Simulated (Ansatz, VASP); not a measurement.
**Si in VASP and in Ansatz**

```
Si
1.0
     3.82000    0.00000    0.00000
    -1.91000    3.30822    0.00000
     0.00000    0.00000    6.32000
Si
4
Direct
  0.33333 0.66667 0.00000
  0.66667 0.33333 0.50000
  0.33333 0.66667 0.37400
  0.66667 0.33333 0.87400
```

Alike in both runs: task relaxation of cell and atoms; functional PBE; k mesh 12 × 12 × 6; occupations gaussian, width 0.02 eV; no spin polarisation.

|  | VASP | Ansatz |
| --- | --- | --- |
| version | VASP 6.6.1 | Ansatz 0.2.0 |
| potentials or method | VASP PAW PBE potentials, release 64 (Si), cutoff 500 eV | scalar-relativistic, plane waves, PAW |
| valence electrons in the cell | 16 | 16 |

|  | VASP | Ansatz | Ansatz less VASP |
| --- | --- | --- | --- |
| gap on the k mesh at the Fermi level, each at its own relaxed structure (eV) | 0.45 | 0.45 | +0.001 |
| relaxed volume (Å³/atom) | 20.42 | 20.44 | +0.016 |
| relaxed cell length with the largest relative difference (Å) | 3.850 | 3.851 | +0.0012 |
